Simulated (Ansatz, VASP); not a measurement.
**Ni: VASP beside Ansatz**

```
Ni
1.0
     0.00000    2.69480    2.69480
     2.69480    0.00000    2.69480
     2.69480    2.69480    0.00000
Ni
2
Direct
  0.12500 0.12500 0.12500
  0.87500 0.87500 0.87500
```

Alike in both runs: task single point; functional BLYP; k mesh 12 × 12 × 12; occupations fermi-dirac, width 0.05 eV; collinear spin.

|  | VASP | Ansatz |
| --- | --- | --- |
| version | VASP 6.6.1 | Ansatz 0.2.0 |
| potentials or method | VASP PAW PBE potentials, release 64 (Ni), cutoff 520 eV | plane waves (420 eV) with PAW, scalar-relativistic |
| valence electrons in the cell | 20 | 36 |

|  | VASP | Ansatz | Ansatz less VASP |
| --- | --- | --- | --- |
| pressure (GPa) | -6.5 | -6.6 | -0.13 |
| net moment per atom (μB) | 0.79 | 0.81 | +0.019 |
| size of the moment on the site where the two differ most (μB) | 0.80 | 0.85 | +0.045 |

VASP's potentials were made for PBE, not for BLYP. Site moments also hang on the region over which each program counts them. VASP's potentials hold 20 valence electrons a cell and Ansatz's 36, so a difference there can come from the potentials and not from the codes.
